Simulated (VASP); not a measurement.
# NaCl: single point with PBE-based screened hybrid

Crystal: NaCl.

```xyz
2
Lattice="0.0000 2.7941 2.7941 2.7941 0.0000 2.7941 2.7941 2.7941 0.0000" Properties=species:S:1:pos:R:3 pbc="T T T"
Cl    2.7941    2.7941    2.7941
Na    0.0000    0.0000    0.0000
```

```yaml
Program: VASP 6.6.1
Task: single point
Functional: PBE-based screened hybrid
Potentials_or_basis: VASP PAW PBE potentials, release 64 (Cl, Na_pv)
Cutoff: 520 eV
k_mesh: 4 × 4 × 4
Occupations: fermi-dirac, width 0.05 eV
Spin: no spin polarisation
```

```yaml
Pressure: 1.0 GPa
Band_gap_on_the_k_mesh: 6.77 eV, direct
```

Levels at points of the mesh, in eV from the valence-band top:
```
           k point  band 4  band 5  band 6  band 7  band 8  band 9  band 10  band 11
(0.00, 0.00, 0.00)  -13.93    0.00    0.00    0.00    6.77   12.85    12.85    12.85
(0.50, 0.00, 0.00)  -13.54   -2.15   -0.30   -0.30    8.86   12.68    12.77    12.77
(0.50, 0.50, 0.00)  -13.48   -1.87   -0.68   -0.68    9.27    9.58    13.30    16.95
```

It took 3.1 min on 1 thread of Intel(R) Xeon(R) Platinum 8259CL CPU @ 2.50GHz (Skylake/Cascade Lake), with other jobs on the host, peak memory 0.26 GiB.

Caveat: the k points lie up to 0.49 Å⁻¹ apart; the PAW data sets were made with another functional, which shifts forces and pressure a little.
